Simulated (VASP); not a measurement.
A run of VASP 6.6.1 is set up as follows.

POSCAR

```
Li7CaNb8O24
1.0
    2.5949501352      1.4981951591      4.6722232478
   -5.1899002704      2.9963903182      9.3444464955
    0.0000000000     -5.9927806363      9.3444464955
Li Nb O Ca
7 8 24 1
Direct
    0.7233771817      0.3568884268      0.3659734686
    0.2071487840      0.1177588390      0.1132233333
    0.7395503956      0.3579734847      0.8528630107
    0.2117367059      0.1188337271      0.6064822045
    0.7143812673      0.8569782996      0.3681235684
    0.2027423549      0.6116902208      0.1173744883
    0.7197507469      0.8485169573      0.8640003777
    1.0236489359      0.5015797503      0.4973858196
    0.5086175822      0.2451889330      0.2543718779
    0.9834362057      0.4984404341      1.0171995883
    0.5130903282      0.2383292884      0.7648066471
    0.9761665663      1.0118683149      0.5056454218
    0.5048998285      0.7594639632      0.2465239622
    0.9961917731      1.0025270187      1.0055836430
    0.4803473033      0.7479129041      0.7612463169
    0.2885003629      0.3221551053      0.4360610462
    0.6206163027      0.4495661090      0.1362061499
    0.8866419613      0.1476073034      0.3117716218
    0.3921260265      0.0686703089      0.3873436225
    0.7861434940      0.1928681874      0.0668114407
    0.1403413084      0.3811395017      0.1931999828
    0.2664631835      0.3233166728      0.9373853399
    0.6845269347      0.4284643004      0.6390189285
    0.8950576364      0.1405684987      0.8156396910
    0.4010318436      0.0596904891      0.8856806693
    0.7903032407      0.1902135325      0.5697280845
    0.1666439058      0.3883803356      0.6874346420
    0.2749119582      0.8413952560      0.4205652448
    0.6314206727      0.9508479062      0.1289205803
    0.8857173569      0.6412567224      0.3214069490
    0.4003223593      0.5710670731      0.3885036550
    0.7927349038      0.6894541389      0.0697261996
    0.1433835007      0.8791938636      0.1886630551
    0.2465700592      0.8269523601      0.9354023601
    0.6328951788      0.9458930885      0.6281012684
    0.8365915094      0.6466322085      0.8359253934
    0.3829239000      0.5648879122      0.8770269575
    0.7797681562      0.6905289647      0.5711753765
    0.1303913716      0.8741112989      0.6888242373
    0.2347425524      0.6179641219      0.6217654150
```

Contents of INCAR.step1:

```
PREC     = Accurate       # precision mode
ENCUT    = 520            # plane-wave cutoff, eV
ISMEAR   = -1             # smearing method
SIGMA    = 0.01           # smearing width, eV
LREAL    = Auto         
LASPH    = True           # aspherical terms in the spheres
NELM     = 60             # most SCF steps
NELECT   = 280.0        
NBANDS   = 166            # bands
GGA      = PE             # functional
ALGO     = Normal         # electronic algorithm
EDIFF    = 1E-4           # SCF threshold, eV
LWAVE    = True           # write WAVECAR
LCHARG   = False          # write CHGCAR
```

File INCAR.step2:

```
PREC     = Accurate       # precision mode
ENCUT    = 520            # plane-wave cutoff, eV
EDIFF    = 1E-6           # SCF threshold, eV
ISMEAR   = -1             # smearing method
SIGMA    = 0.01           # smearing width, eV
LREAL    = Auto         
LASPH    = True           # aspherical terms in the spheres
NELM     = 60             # most SCF steps
ALGO     = Normal         # electronic algorithm
ISIF     = 2              # what is computed and relaxed
LWAVE    = False          # write WAVECAR
LCHARG   = False          # write CHGCAR
METAGGA  = R2SCAN         # meta-GGA
LMIXTAU  = True         
NELECT   = 280.0        
NBANDS   = 166            # bands
ISTART   = 1
```

KPOINTS

```
Automatic mesh
0
Gamma
  1 1 1
  0.25 0.25 0.25
```

Potentials or basis: VASP PAW PBE potentials, release 64 (Li_sv, Nb_sv, O, Ca_sv).

The run is started by

```sh
$ cat potpaw_PBE.64/Li_sv/POTCAR potpaw_PBE.64/Nb_sv/POTCAR potpaw_PBE.64/O/POTCAR potpaw_PBE.64/Ca_sv/POTCAR > POTCAR
$ cp INCAR.step1 INCAR
$ mpirun -np 1 vasp_std > vasp.out
$ cp INCAR.step2 INCAR
$ mpirun -np 1 vasp_std > vasp.out
```

Question: Predict the largest force.

Answer: 0.165 eV/Å.

Forces in eV/Å, atoms in the order of the input:
```
Li   0.001  0.019  0.009
Li  -0.006 -0.019 -0.021
Li   0.003 -0.009 -0.066
Li   0.005  0.004 -0.006
Li  -0.015 -0.019 -0.021
Li   0.030 -0.009 -0.015
Li   0.012  0.002  0.010
Nb   0.047 -0.037 -0.099
Nb   0.009 -0.031 -0.049
Nb  -0.038 -0.019 -0.063
Nb   0.032  0.007 -0.026
Nb   0.013  0.036 -0.047
Nb  -0.029  0.027 -0.039
Nb   0.006  0.000 -0.061
Nb  -0.014 -0.058  0.000
O   -0.061  0.035  0.035
O    0.106  0.039  0.057
O   -0.043 -0.107  0.006
O   -0.105  0.081  0.061
O   -0.003 -0.090  0.016
O    0.034  0.049  0.025
O   -0.008  0.052 -0.002
O    0.122  0.085  0.072
O   -0.049 -0.098 -0.016
O   -0.096  0.055  0.054
O    0.043 -0.072 -0.025
O    0.038  0.038 -0.004
O   -0.053  0.062  0.015
O    0.088  0.024  0.023
O    0.002 -0.096  0.037
O   -0.099  0.021  0.010
O    0.010 -0.075  0.001
O    0.044  0.049  0.036
O   -0.002  0.044  0.012
O    0.082  0.052  0.066
O   -0.064 -0.110  0.006
O   -0.112  0.068  0.043
O    0.031 -0.070 -0.028
O    0.045  0.050 -0.008
Ca  -0.007  0.020  0.002
```

Caveat: the k points lie up to 1.14 Å⁻¹ apart, too coarse for converged energies, forces and pressures; the cell carries a net charge on a neutralising background, which shifts energy and pressure; the PAW data sets were made with another functional, which shifts forces and pressure a little.
